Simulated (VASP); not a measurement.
Input of a VASP 6.6.1 run:

The input INCAR:

```
ALGO     = Normal         # electronic algorithm
EDIFF    = 1E-6           # SCF threshold, eV
ENCUT    = 520            # plane-wave cutoff, eV
ISIF     = 2              # what is computed and relaxed
ISMEAR   = -1             # smearing method
LASPH    = True           # aspherical terms in the spheres
LCHARG   = False          # write CHGCAR
LREAL    = False          # projectors in reciprocal space
LWAVE    = False          # write WAVECAR
NBANDS   = 30             # bands
NELM     = 60             # most SCF steps
PREC     = Accurate       # precision mode
SIGMA    = 0.1            # smearing width, eV
```

The input KPOINTS:

```
k-points
0
Gamma
  4 4 4
```

File POSCAR:

```
In3Sb
1.0
    4.8369620000      0.0000000000      0.0000000000
    0.0000000000      4.8369620000      0.0000000000
    0.0000000000      0.0000000000      4.8369620000
In Sb
3 1
Direct
    0.5000000000      0.5000000000      0.0000000000
    0.5000000000      0.0000000000      0.5000000000
    0.0000000000      0.5000000000      0.5000000000
    0.0000000000      0.0000000000      0.0000000000
```

Potentials or basis: VASP PAW LDA potentials, release 64 (In_d, Sb).

Command:

```console
$ cat potpaw_LDA.64/In_d/POTCAR potpaw_LDA.64/Sb/POTCAR > POTCAR
$ mpirun -np 1 vasp_std > vasp.out
```

Task: What does it give for the pressure?

Result: -4.4 GPa.

Task: What does it give for the band gap on the k mesh?

Result: Zero (band 22 reaches 6.88 eV, above the bottom of band 23 at 3.55 eV).

Caveat: spin-orbit coupling is left out, which moves the levels of the heavy elements.
